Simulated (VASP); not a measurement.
# Li (Fd-3m) in VASP: further runs

Runs on Li. Level: PBE. Tasks: single point.

Program: VASP 6.6.1. These are calculated values, not measurements. Logs are shortened: lines on timing, memory, paths and dates and some standing lists are left out, and cuts for length are marked.

**1. The cell of the first run**

Symmetry: Fd-3m, No. 227, cubic system. The conventional cell has a = 5.891 Å, b = 5.891 Å, c = 5.891 Å, α = 90.00°, β = 90.00°, γ = 90.00°. Within 3.4 Å of Li (site symmetry -43m) lie 4 Li at 2.55 Å.

This isn't the form of Li at room conditions, which is bcc.

**2. Single point, PBE**

File POSCAR:

```
Li
1.0
    0.0000000000      2.9456918260      2.9456918260
    2.9456918260      0.0000000000      2.9456918260
    2.9456918260      2.9456918260      0.0000000000
Li
2
Direct
   -0.1250000000     -0.1250000000     -0.1250000000
    0.1250000000      0.1250000000      0.1250000000
```

File INCAR.step1:

```
ALGO = Normal
EDIFF = 1E-7
ENCUT = 520
GGA = PE
ISIF = 2
ISMEAR = -1
LASPH = T
LCHARG = T
LREAL = F
LWAVE = F
NBANDS = 10
NELM = 60
PREC = Accurate
SIGMA = 0.05
```

File KPOINTS.step1:

```
k-points
0
Gamma
  11 11 11
```

File INCAR.step2:

```
ALGO = Normal
EDIFF = 1E-7
ENCUT = 520
GGA = PE
ICHARG = 11
ISIF = 2
ISMEAR = -5
LASPH = T
LCHARG = F
LORBIT = 11
LREAL = F
LWAVE = F
NBANDS = 10
NEDOS = 1001
NELM = 60
PREC = Accurate
SIGMA = 0.05
```

File KPOINTS.step2:

```
k-points
0
Gamma
  17 17 17
```

Potentials or basis: VASP PAW PBE potentials, release 64 (Li_sv).

Launch:

```console
cat potpaw_PBE.64/Li_sv/POTCAR > POTCAR
cp INCAR.step1 INCAR
cp KPOINTS.step1 KPOINTS
mpirun -np 1 vasp_std > vasp.out
cp INCAR.step2 INCAR
cp KPOINTS.step2 KPOINTS
mpirun -np 1 vasp_std > vasp.out
```

OUTCAR:

```text
EDIFF = 1E-7
   ENCUT = 520
   GGA = PE
   ICHARG = 11
   ISIF = 2
   ISMEAR = -5
   LASPH = T
   LORBIT = 11
   LREAL = F
   NELM = 60
   PREC = Accurate

 ion  position               nearest neighbor table
   1  0.875  0.875  0.875-   2 2.55   2 2.55   2 2.55   2 2.55
   2  0.125  0.125  0.125-   1 2.55   1 2.55   1 2.55   1 2.55

  LATTYP: Found a face centered cubic cell.
 ALAT       =     5.8913836520

  Lattice vectors:

 A1 = (   0.0000000000,   2.9456918260,   2.9456918260)
 A2 = (   2.9456918260,   0.0000000000,   2.9456918260)
 A3 = (   2.9456918260,   2.9456918260,   0.0000000000)

Analysis of symmetry for initial positions (statically):
=====================================================================
 Subroutine PRICEL returns:
 Original cell was already a primitive cell.

 Routine SETGRP: Setting up the symmetry group for a
 face centered cubic supercell.

 Subroutine GETGRP returns: Found 48 space group operations
 (whereof 12 operations were pure point group operations)
 out of a pool of 48 trial point group operations.

The static configuration has the point symmetry D_3d.
 The point group associated with its full space group is O_h .

Analysis of symmetry for dynamics (positions and initial velocities):
=====================================================================
 Subroutine PRICEL returns:
 Original cell was already a primitive cell.

 Routine SETGRP: Setting up the symmetry group for a
 face centered cubic supercell.

 Subroutine GETGRP returns: Found 48 space group operations
 (whereof 12 operations were pure point group operations)
 out of a pool of 48 trial point group operations.

The dynamic configuration has the point symmetry D_3d.
 The point group associated with its full space group is O_h .

 Subroutine INISYM returns: Found 48 space group operations
 (whereof 12 operations are pure point group operations),
 and found     1 'primitive' translations

----------------------------------------------------------------------------------------

                                     Primitive cell

  volume of cell :      51.1201

  direct lattice vectors                    reciprocal lattice vectors
     0.000000000  2.945691826  2.945691826    -0.169739413  0.169739413  0.169739413
     2.945691826  0.000000000  2.945691826     0.169739413 -0.169739413  0.169739413
     2.945691826  2.945691826  0.000000000     0.169739413  0.169739413 -0.169739413

  length of vectors
     4.165837331  4.165837331  4.165837331     0.293997287  0.293997287  0.293997287

  position of ions in fractional coordinates (direct lattice)
     0.875000000  0.875000000  0.875000000
     0.125000000  0.125000000  0.125000000

  ion indices of the primitive-cell ions
   primitive index   ion index
                 1           1
                 2           2

----------------------------------------------------------------------------------------

 KPOINTS: k-points

Automatic generation of k-mesh.
 Grid dimensions read from file:
 generate k-points for:   17   17   17

 Generating k-lattice:

  Cartesian coordinates                     Fractional coordinates (reciprocal lattice)
    -0.009984671  0.009984671  0.009984671     0.058823529  0.000000000  0.000000000
     0.009984671 -0.009984671  0.009984671     0.000000000  0.058823529  0.000000000
     0.009984671  0.009984671 -0.009984671     0.000000000  0.000000000  0.058823529

  Length of vectors
     0.017293958  0.017293958  0.017293958

  Shift w.r.t. Gamma in fractional coordinates (k-lattice)
     0.000000000  0.000000000  0.000000000

 TETIRR: Found    693 inequivalent tetrahedra from    29478

 Subroutine IBZKPT returns following result:
 ===========================================

 Found    165 irreducible k-points:

 Following reciprocal coordinates:
            Coordinates               Weight
  0.000000  0.000000  0.000000      1.000000
  0.058824  0.000000  0.000000      8.000000
  0.117647  0.000000  0.000000      8.000000
  0.176471  0.000000  0.000000      8.000000
  0.235294  0.000000  0.000000      8.000000
  0.294118  0.000000  0.000000      8.000000
[... 16 lines left out ...]
 -0.176471  0.058824  0.000000     24.000000
 -0.117647  0.058824  0.000000     24.000000
 [... further k-points ...]
   k-points           NKPTS =    165   k-points in BZ     NKDIM =    165   number of bands    NBANDS=     10
   number of dos      NEDOS =   1001   number of ions     NIONS =      2
   total plane-waves  NPLWV =  32768
   dimension x,y,z NGX =    32 NGY =   32 NGZ =   32
   dimension x,y,z NGXF=    64 NGYF=   64 NGZF=   64
   ions per type =               2
   NGX,Y,Z   is equivalent  to a cutoff of  12.77, 12.77, 12.77 a.u.
   NGXF,Y,Z  is equivalent  to a cutoff of  25.54, 25.54, 25.54 a.u.
 SYSTEM =  unknown system
   PREC   = accura    normal or accurate (medium, high low for compatibility)
   ISTART =      0    job   : 0-new  1-cont  2-samecut
   ICHARG =     11    charge: 1-file 2-atom 10-const
   ISPIN  =      1    spin polarized calculation?
   LNONCOLLINEAR =      F non collinear calculations
   LSORBIT =      F    spin-orbit coupling
   LASPH  =      T    aspherical Exc in radial PAW
   ENCUT  =  520.0 eV  38.22 Ry    6.18 a.u.   7.75  7.75  7.75*2*pi/ulx,y,z
   NELM   =     60;   NELMIN=  2; NELMDL=  0     # of ELM steps
   EDIFF  = 0.1E-06   stopping-criterion for ELM
   LREAL  =      F    real-space projection
   EDIFFG = 0.1E-05   stopping-criterion for IOM
   NSW    =      0    number of steps for IOM
   IBRION =     -1    ionic relax: 0-MD 1-quasi-New 2-CG
   NFREE  =      0    steps in history (QN), initial steepest desc. (CG)
   ISIF   =      2    stress and relaxation
   ISYM   =      2    0-nonsym 1-usesym 2-fastsym
   POTIM  = 0.5000    time-step for ionic-motion
   TEBEG  =    0.0;   TEEND  =   0.0 temperature during run
   PSTRESS=    0.0 pullay stress
   NELECT =       6.0000    total number of electrons
   NUPDOWN=      -1.0000    fix difference up-down
   EMIN   =  10.00;   EMAX   =-10.00  energy-range for DOS
   EFERMI =   0.00;   METHOD = LEGACY
   ISMEAR =    -5;   SIGMA  =   0.05  broadening in eV -4-tet -1-fermi 0-gaus
   EFERMI_NEDOS =   21; number of points for ismear=-14 and -15
   IALGO  =     38    algorithm
   IMIX   =      4    mixing-type and parameters
     AMIX     =   0.40;   BMIX     =  1.00
     AMIX_MAG =   1.60;   BMIX_MAG =  1.00
  volume/ion in A,a.u.               =      25.56       172.49
  Fermi-wavevector in a.u.,A,eV,Ry     =   0.801545  1.514701  8.741396  0.642474
  Thomas-Fermi vector in A             =   1.909052
   LORBIT       =     11    0 simple, 1 ext, 2 COOP (PROOUT), +10 PAW based schemes
   GGA     = PE    functional components
   LHFCALC =     F    Hartree Fock is set to
   AEXX    =    0.0000 exact exchange contribution
   IVDW    =     0    specifies the selected vdW correction
   LEPSILON=     F    determine dielectric tensor
   LRPA    =     F    only Hartree local field effects (RPA)
 non-spin polarized calculation
 Fermi weights with tetrahedron method with Bloechl corrections
  energy-cutoff  :      520.00
  volume of cell :       51.12
 maximum number of plane-waves:      1395

 number of electron       6.0000014 magnetization

 Free energy of the ion-electron system (eV)
  ---------------------------------------------------
  ext. energy  EPLUGINS =         0.00000000
  ---------------------------------------------------
  free energy    TOTEN  =        -2.78021806 eV

  energy without entropy =       -2.78021806  energy(sigma->0) =       -2.78021806

 E-fermi :   0.1948     XC(G=0):  -6.4816

 val. band max:        0.2954278305   @ k =  -0.4706   0.4706   0.0000
 cond. band min:       0.1906742694   @ k =  -0.4706   0.1765   0.0000
 fundamental gap:     -0.1047535611
 Fermi energy:         0.1948439056

 k-point     1 :       0.0000    0.0000    0.0000
  band No.  band energies     occupation
      1     -47.5875      2.00000
      2     -47.5105      2.00000
      3      -3.1606      2.00000
      4       5.7651      0.00000
      5       5.7652      0.00000
      6       5.7652      0.00000
      7       6.8825      0.00000
      8       6.8825      0.00000
      9       6.8825      0.00000
     10      11.5927      0.00000

 k-point     2 :       0.0588    0.0000    0.0000
  band No.  band energies     occupation
      1     -47.5871      2.00000
      2     -47.5110      2.00000
      3      -3.1262      2.00000
      4       5.2844      0.00000
      5       5.6246      0.00000
      6       5.6246      0.00000
      7       7.0577      0.00000
      8       7.0578      0.00000
      9       7.3011      0.00000
     10      11.1731      0.00000

 k-point     3 :       0.1176    0.0000    0.0000
  band No.  band energies     occupation
      1     -47.5856      2.00000
      2     -47.5124      2.00000
      3      -3.0217      2.00000
      4       4.4638      0.00000
      5       5.3507      0.00000
      6       5.3507      0.00000
      7       7.4097      0.00000
      8       7.4097      0.00000
      9       7.9361      0.00000
     10      10.6146      0.00000
[... 248 lines left out ...]
 k-point    23 :      -0.1765    0.0588    0.0000
  band No.  band energies     occupation
      1     -47.5819      2.00000
      2     -47.5160      2.00000
      3      -2.7433      2.00000
      4       3.3260      0.00000
      5       4.4733      0.00000
      6       5.3061      0.00000
      7       7.4871      0.00000
      8       8.1465      0.00000
      9       8.7124      0.00000
     10       9.7595      0.00000

 k-point    24 :      -0.1176    0.0588    0.0000
  band No.  band energies     occupation
      1     -47.5845      2.00000
      2     -47.5135      2.00000
      3      -2.9403      2.00000
      4       4.1779      0.00000
      5       4.7134      0.00000
      6       5.5638      0.00000
      7       7.2270      0.00000
      8       7.9627      0.00000
      9       8.2227      0.00000
     10      10.0407      0.00000

 [... further k-points ...]

------------------------ aborting loop because EDIFF is reached ----------------------------------------

  FORCE on cell =-STRESS in cart. coord.  units (eV):
  Direction    XX          YY          ZZ          XY          YZ          ZX
  --------------------------------------------------------------------------------------
  -------------------------------------------------------------------------------------
  Total       -0.0625537     -0.0625537     -0.0625537     -0.0000000     -0.0000000      0.0000000
  in kB       -1.9605209     -1.9605209     -1.9605209     -0.0000000     -0.0000000      0.0000000
  external PRESSURE =      -1.9605209 kB  Pullay stress =       0.0000000 kB

 VOLUME and BASIS-vectors are now :
 -----------------------------------------------------------------------------
  energy-cutoff  :      520.00
  volume of cell :       51.12
      direct lattice vectors                 reciprocal lattice vectors
     0.000000000  2.945691826  2.945691826    -0.169739413  0.169739413  0.169739413
     2.945691826  0.000000000  2.945691826     0.169739413 -0.169739413  0.169739413
     2.945691826  2.945691826  0.000000000     0.169739413  0.169739413 -0.169739413

 POSITION                                       TOTAL-FORCE (eV/Angst)
 -----------------------------------------------------------------------------------
      5.15496      5.15496      5.15496         0.000000      0.000000      0.000000
      0.73642      0.73642      0.73642        -0.000000     -0.000000     -0.000000
 -----------------------------------------------------------------------------------
    total drift:                                0.000000      0.000000      0.000000

  FREE ENERGIE OF THE ION-ELECTRON SYSTEM (eV)
  ---------------------------------------------------
  free  energy   TOTEN  =        -2.7802180642 eV

  energy  without entropy=       -2.7802180642  energy(sigma->0) =       -2.78021806

 total charge

# of ion       s       p       d       tot
------------------------------------------
    1        2.032   0.038   0.000   2.070
    2        2.032   0.038   0.000   2.070
--------------------------------------------------
tot          4.065   0.076   0.000   4.141
```

Run time: 30 s. Hardware: 1 thread of Intel Xeon 6975P-C (Granite Rapids), shared host; peak memory 0.19 GiB.

Results:

```yaml
Valence_electrons_inside_the_program's_atomic_spheres: Li 2.07
```

Caveat: the cutoff is under 1.25 times the usual one of these potentials, so pressure, stress and relaxed cells hold a basis-set (Pulay) error.

**3. Single point, PBE (25.56 Å³/atom)**

POSCAR is that of step 2.

File INCAR.step1:

```
SYSTEM = Li
ALGO = Normal ; EDIFF = 1E-6
ENCUT = 520 ; GGA = PE
ISIF = 2 ; ISMEAR = -1
LASPH = .TRUE. ; LCHARG = .TRUE.
LREAL = .FALSE. ; LWAVE = .FALSE.
NBANDS = 10 ; NELM = 80
PREC = Accurate ; SIGMA = 0.05
```

File KPOINTS.step1:

```
k-points
0
G
  11 11 11
  0 0 0
```

File INCAR.step2:

```
SYSTEM = Li
ALGO = Normal ; EDIFF = 1E-6
ENCUT = 520 ; GGA = PE
ICHARG = 11 ; ISIF = 2
ISMEAR = -5 ; LASPH = .TRUE.
LCHARG = .FALSE. ; LORBIT = 11
LREAL = .FALSE. ; LWAVE = .FALSE.
NEDOS = 1001 ; NELM = 80
PREC = Accurate ; SIGMA = 0.05
```

File KPOINTS.step2:

```
k-points
0
G
  17 17 17
  0 0 0
```

Potentials or basis: VASP PAW PBE potentials, release 64 (Li_sv).

Launch:

```console
cat potpaw_PBE.64/Li_sv/POTCAR > POTCAR
cp INCAR.step1 INCAR
cp KPOINTS.step1 KPOINTS
mpirun -np 1 vasp_std > vasp.out
cp INCAR.step2 INCAR
cp KPOINTS.step2 KPOINTS
mpirun -np 1 vasp_std > vasp.out
```

Wall time 20 s (1 thread of Intel Xeon 6975P-C (Granite Rapids), shared host); peak memory 0.18 GiB.

The run converged. Its results:

* Valence electrons inside the program's atomic spheres: Li 2.07

Levels at points of the mesh, in eV from the Fermi level:
```
           k point  band 1  band 2  band 3  band 4  band 5  band 6
(0.00, 0.00, 0.00)  -47.78  -47.71   -3.36    5.57    5.57    5.57
```

Caveat: the cutoff is under 1.25 times the usual one of these potentials, so pressure, stress and relaxed cells hold a basis-set (Pulay) error.
